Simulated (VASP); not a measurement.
# Ta (Im-3m) in VASP: further runs

Aim: see how the results for Ta move with the level of theory and the settings. Levels: LDA, PBE, PBEsol. Tasks: single point.

Everything below comes from runs of VASP 6.6.1. Logs are shortened: lines on timing, memory, paths and dates and some standing lists are left out, and cuts for length are marked.

### 1 The cell of the first run

It takes space group Im-3m (No. 229, cubic). The conventional cell has a = 3.082 Å, b = 3.082 Å, c = 3.082 Å, α = 90.00°, β = 90.00°, γ = 90.00°. Within 3.5 Å of Ta (site symmetry m-3m) lie 14 Ta at 2.67 to 3.08 Å.

### 2 Single point, LDA

The input, INCAR:

```
SYSTEM = Ta
PREC = Accurate
ENCUT = 500
EDIFF = 1E-6
ISMEAR = -1
SIGMA = 0.1
LREAL = .False.
LASPH = .True.
NELM = 120
ALGO = Normal
ISIF = 2
LWAVE = .False.
LCHARG = .False.
GGA = CA
NBANDS = 12
GGA_COMPAT = .False.
```

The input, KPOINTS:

```
regular mesh
0
Gamma
  12 12 12
  0 0 0
```

The input, POSCAR:

```
Ta
1.0
   -1.5410074928      1.5410074928      1.5410074928
    1.5410074928     -1.5410074928      1.5410074928
    1.5410074928      1.5410074928     -1.5410074928
Ta
1
Direct
    0.0000000000      0.0000000000      0.0000000000
```

Potentials or basis: VASP PAW LDA potentials, release 64 (Ta_pv).

On the command line:

```bash
> cat potpaw_LDA.64/Ta_pv/POTCAR > POTCAR
> mpirun -np 1 vasp_std > vasp.out
```

OUTCAR:

```text
SYSTEM = Ta
   PREC = Accurate
   ENCUT = 500
   EDIFF = 1E-6
   ISMEAR = -1
   LREAL = .False.
   LASPH = .True.
   NELM = 120
   ISIF = 2
   GGA = CA

 ion  position               nearest neighbor table
   1  0.000  0.000  0.000-

  LATTYP: Found a body centered cubic cell.
 ALAT       =     3.0820149856

  Lattice vectors:

 A1 = (  -1.5410074928,   1.5410074928,   1.5410074928)
 A2 = (   1.5410074928,  -1.5410074928,   1.5410074928)
 A3 = (   1.5410074928,   1.5410074928,  -1.5410074928)

Analysis of symmetry for initial positions (statically):
=====================================================================
 Subroutine PRICEL returns:
 Original cell was already a primitive cell.

 Routine SETGRP: Setting up the symmetry group for a
 body centered cubic supercell.

 Subroutine GETGRP returns: Found 48 space group operations
 (whereof 48 operations were pure point group operations)
 out of a pool of 48 trial point group operations.

The static configuration has the point symmetry O_h .

Analysis of symmetry for dynamics (positions and initial velocities):
=====================================================================
 Subroutine PRICEL returns:
 Original cell was already a primitive cell.

 Routine SETGRP: Setting up the symmetry group for a
 body centered cubic supercell.

 Subroutine GETGRP returns: Found 48 space group operations
 (whereof 48 operations were pure point group operations)
 out of a pool of 48 trial point group operations.

The dynamic configuration has the point symmetry O_h .

 Subroutine INISYM returns: Found 48 space group operations
 (whereof 48 operations are pure point group operations),
 and found     1 'primitive' translations

----------------------------------------------------------------------------------------

                                     Primitive cell

  volume of cell :      14.6377

  direct lattice vectors                    reciprocal lattice vectors
    -1.541007493  1.541007493  1.541007493     0.000000000  0.324463056  0.324463056
     1.541007493 -1.541007493  1.541007493     0.324463056  0.000000000  0.324463056
     1.541007493  1.541007493 -1.541007493     0.324463056  0.324463056  0.000000000

  length of vectors
     2.669103272  2.669103272  2.669103272     0.458860054  0.458860054  0.458860054

  position of ions in fractional coordinates (direct lattice)
     0.000000000  0.000000000  0.000000000

  ion indices of the primitive-cell ions
   primitive index   ion index
                 1           1

----------------------------------------------------------------------------------------

 KPOINTS: regular mesh

Automatic generation of k-mesh.
 Grid dimensions read from file:
 generate k-points for:   12   12   12

 Generating k-lattice:

  Cartesian coordinates                     Fractional coordinates (reciprocal lattice)
     0.000000000  0.027038588  0.027038588     0.083333333  0.000000000  0.000000000
     0.027038588  0.000000000  0.027038588     0.000000000  0.083333333  0.000000000
     0.027038588  0.027038588  0.000000000     0.000000000  0.000000000  0.083333333

  Length of vectors
     0.038238338  0.038238338  0.038238338

  Shift w.r.t. Gamma in fractional coordinates (k-lattice)
     0.000000000  0.000000000  0.000000000

 Subroutine IBZKPT returns following result:
 ===========================================

 Found     72 irreducible k-points:

 Following reciprocal coordinates:
            Coordinates               Weight
  0.000000  0.000000  0.000000      1.000000
  0.083333  0.000000  0.000000     12.000000
  0.166667  0.000000  0.000000     12.000000
  0.250000  0.000000  0.000000     12.000000
  0.333333  0.000000  0.000000     12.000000
  0.416667  0.000000  0.000000     12.000000
[... 16 lines left out ...]
  0.333333  0.083333  0.083333     24.000000
  0.416667  0.083333  0.083333     12.000000
 [... further k-points ...]
   k-points           NKPTS =     72   k-points in BZ     NKDIM =     72   number of bands    NBANDS=     12
   number of dos      NEDOS =    301   number of ions     NIONS =      1
   total plane-waves  NPLWV =   8000
   dimension x,y,z NGX =    20 NGY =   20 NGZ =   20
   dimension x,y,z NGXF=    40 NGYF=   40 NGZF=   40
   ions per type =               1
   NGX,Y,Z   is equivalent  to a cutoff of  12.46, 12.46, 12.46 a.u.
   NGXF,Y,Z  is equivalent  to a cutoff of  24.91, 24.91, 24.91 a.u.
 SYSTEM =  Ta
   PREC   = accura    normal or accurate (medium, high low for compatibility)
   ISTART =      0    job   : 0-new  1-cont  2-samecut
   ICHARG =      2    charge: 1-file 2-atom 10-const
   ISPIN  =      1    spin polarized calculation?
   LNONCOLLINEAR =      F non collinear calculations
   LSORBIT =      F    spin-orbit coupling
   LASPH  =      T    aspherical Exc in radial PAW
   ENCUT  =  500.0 eV  36.75 Ry    6.06 a.u.   4.87  4.87  4.87*2*pi/ulx,y,z
   NELM   =    120;   NELMIN=  2; NELMDL= -5     # of ELM steps
   EDIFF  = 0.1E-05   stopping-criterion for ELM
   LREAL  =      F    real-space projection
   EDIFFG = 0.1E-04   stopping-criterion for IOM
   NSW    =      0    number of steps for IOM
   IBRION =     -1    ionic relax: 0-MD 1-quasi-New 2-CG
   NFREE  =      0    steps in history (QN), initial steepest desc. (CG)
   ISIF   =      2    stress and relaxation
   ISYM   =      2    0-nonsym 1-usesym 2-fastsym
   POTIM  = 0.5000    time-step for ionic-motion
   TEBEG  =    0.0;   TEEND  =   0.0 temperature during run
   PSTRESS=    0.0 pullay stress
   NELECT =      11.0000    total number of electrons
   NUPDOWN=      -1.0000    fix difference up-down
   EMIN   =  10.00;   EMAX   =-10.00  energy-range for DOS
   EFERMI =   0.00;   METHOD = LEGACY
   ISMEAR =    -1;   SIGMA  =   0.10  broadening in eV -4-tet -1-fermi 0-gaus
   EFERMI_NEDOS =   21; number of points for ismear=-14 and -15
   IALGO  =     38    algorithm
   IMIX   =      4    mixing-type and parameters
     AMIX     =   0.40;   BMIX     =  1.00
     AMIX_MAG =   1.60;   BMIX_MAG =  1.00
  volume/ion in A,a.u.               =      14.64        98.78
  Fermi-wavevector in a.u.,A,eV,Ry     =   1.488382  2.812634 30.140714  2.215280
  Thomas-Fermi vector in A             =   2.601423
   LORBIT       =      0    0 simple, 1 ext, 2 COOP (PROOUT), +10 PAW based schemes
   GGA     = CA    functional components
   LHFCALC =     F    Hartree Fock is set to
   AEXX    =    0.0000 exact exchange contribution
   IVDW    =     0    specifies the selected vdW correction
   LEPSILON=     F    determine dielectric tensor
   LRPA    =     F    only Hartree local field effects (RPA)
 non-spin polarized calculation
  energy-cutoff  :      500.00
  volume of cell :       14.64
 maximum number of plane-waves:       384
   NGX =  9   NGY =  9   NGZ =  9

 number of electron      10.9999999 magnetization

 Free energy of the ion-electron system (eV)
  ---------------------------------------------------
  ext. energy  EPLUGINS =         0.00000000
  ---------------------------------------------------
  free energy    TOTEN  =       -12.50255136 eV

  energy without entropy =      -12.47498385  energy(sigma->0) =      -12.48876761

 E-fermi :   7.2650     XC(G=0): -13.8836

 val. band max:        7.2517334433   @ k =   0.0833   0.0833   0.0000
 cond. band min:       7.2840938342   @ k =  -0.1667   0.1667   0.0833
 fundamental gap:      0.0323603909
 Fermi energy:         7.2649626370

 k-point     1 :       0.0000    0.0000    0.0000
  band No.  band energies     occupation
      1     -24.8066      2.00000
      2     -24.8066      2.00000
      3     -24.8066      2.00000
      4      -1.2879      2.00000
      5       7.8636      0.00501
      6       7.8636      0.00501
      7       7.8636      0.00501
      8      11.9162      0.00000
      9      11.9162      0.00000
     10      21.6202      0.00000
     11      23.3066      0.00000
     12      23.3066      0.00000

 k-point     2 :       0.0833    0.0000    0.0000
  band No.  band energies     occupation
      1     -24.9823      2.00000
      2     -24.8573      2.00000
      3     -24.8085      2.00000
      4      -0.8810      2.00000
      5       7.5985      0.06874
      6       7.7837      0.01111
      7       8.2644      0.00009
      8      11.4897      0.00000
      9      11.9115      0.00000
     10      21.6201      0.00000
     11      23.6853      0.00000
     12      23.9836      0.00000

 k-point     3 :       0.1667    0.0000    0.0000
  band No.  band energies     occupation
      1     -25.4424      2.00000
      2     -24.9935      2.00000
      3     -24.8137      2.00000
      4       0.1902      2.00000
      5       6.9466      1.92046
      6       7.4148      0.36526
      7       9.4363      0.00000
      8      11.0213      0.00000
      9      11.9542      0.00000
     10      21.6196      0.00000
     11      24.4554      0.00000
     12      25.8637      0.00000
[... 286 lines left out ...]
 k-point    23 :       0.3333    0.0833    0.0833
  band No.  band energies     occupation
      1     -26.8543      2.00000
      2     -25.5733      2.00000
      3     -24.9898      2.00000
      4       2.7857      2.00000
      5       5.0454      2.00000
      6       8.2962      0.00007
      7      12.2803      0.00000
      8      13.1306      0.00000
      9      17.4511      0.00000
     10      21.5630      0.00000
     11      21.8612      0.00000
     12      22.3108      0.00000

 k-point    24 :       0.4167    0.0833    0.0833
  band No.  band energies     occupation
      1     -26.9487      2.00000
      2     -25.6436      2.00000
      3     -24.9957      2.00000
      4       2.6850      2.00000
      5       4.9323      2.00000
      6       9.2477      0.00000
      7      12.3080      0.00000
      8      13.3224      0.00000
      9      18.4650      0.00000
     10      20.9998      0.00000
     11      21.2587      0.00000
     12      21.6906      0.00000

 [... further k-points ...]
[... 5 lines left out ...]
  --------------------------------------------------------------------------------------
  -------------------------------------------------------------------------------------
  Total        4.5103169      4.5103169      4.5103169      0.0000000      0.0000000     -0.0000000
  in kB      493.6775704    493.6775704    493.6775704      0.0000000      0.0000000     -0.0000000
  external PRESSURE =     493.6775704 kB  Pullay stress =       0.0000000 kB

 VOLUME and BASIS-vectors are now :
 -----------------------------------------------------------------------------
  energy-cutoff  :      500.00
  volume of cell :       14.64
      direct lattice vectors                 reciprocal lattice vectors
    -1.541007493  1.541007493  1.541007493     0.000000000  0.324463056  0.324463056
     1.541007493 -1.541007493  1.541007493     0.324463056  0.000000000  0.324463056
     1.541007493  1.541007493 -1.541007493     0.324463056  0.324463056  0.000000000

 POSITION                                       TOTAL-FORCE (eV/Angst)
 -----------------------------------------------------------------------------------
      0.00000      0.00000      0.00000         0.000000      0.000000     -0.000000
 -----------------------------------------------------------------------------------
    total drift:                                0.000000     -0.000000      0.000000

  FREE ENERGIE OF THE ION-ELECTRON SYSTEM (eV)
  ---------------------------------------------------
  free  energy   TOTEN  =       -12.5025513618 eV

  energy  without entropy=      -12.4749838530  energy(sigma->0) =      -12.48876761
```

Wall time 14 s (1 thread of Intel Xeon 8259CL, shared host); peak memory 0.13 GiB.

Results:

| Item | Value |
| --- | --- |
| Free energy | -12.5026 eV |
| Pressure | 49.4 GPa |

Levels at points of the mesh, in eV from the Fermi level:
```csv
k point,band 2,band 3,band 4,band 5,band 6,band 7,band 8,band 9
"(0.00, 0.00, 0.00)",-32.07,-32.07,-8.55,0.60,0.60,0.60,4.65,4.65
"(0.50, 0.00, 0.00)",-32.79,-32.10,-5.42,-2.33,3.00,4.73,6.00,9.99
"(0.50, 0.50, 0.50)",-33.62,-33.62,-5.26,-5.26,8.62,8.62,8.62,10.93
```

Caveat: spin-orbit coupling is left out, which moves the levels of the heavy elements.

### 3 Single point, PBE

The input, INCAR:

```
  PREC = Accurate
  ENCUT = 500
  EDIFF = 1E-6
  ISMEAR = -1
  SIGMA = 0.1
  LREAL = F
  LASPH = T
  NELM = 120
  ALGO = Normal
  ISIF = 2
  LWAVE = F
  LCHARG = F
  GGA = PE
  NBANDS = 12
  GGA_COMPAT = F
```

The input, KPOINTS:

```
Automatic mesh
0
Gamma
  12 12 12
```

POSCAR is that of step 2.

Potentials or basis: VASP PAW PBE potentials, release 64 (Ta_pv).

On the command line:

```bash
> cat potpaw_PBE.64/Ta_pv/POTCAR > POTCAR
> mpirun -np 1 vasp_std > vasp.out
```

It took 18 s on 1 thread of Intel Xeon 8259CL, shared host; peak memory 0.13 GiB.

The run converged. Its results:

```yaml
Free_energy: -11.2099 eV
Pressure: 65.8 GPa
```

Levels at points of the mesh, in eV from the Fermi level:
```tsv
k point	band 2	band 3	band 4	band 5	band 6	band 7	band 8	band 9
(0.00, 0.00, 0.00)	-32.23	-32.23	-8.65	0.66	0.66	0.66	4.72	4.72
(0.50, 0.00, 0.00)	-32.94	-32.26	-5.43	-2.30	2.83	4.80	6.08	10.03
(0.50, 0.50, 0.50)	-33.76	-33.76	-5.25	-5.25	8.67	8.67	8.67	10.83
```

Caveat: spin-orbit coupling is left out, which moves the levels of the heavy elements.

(Continued in part 2 of 2.)
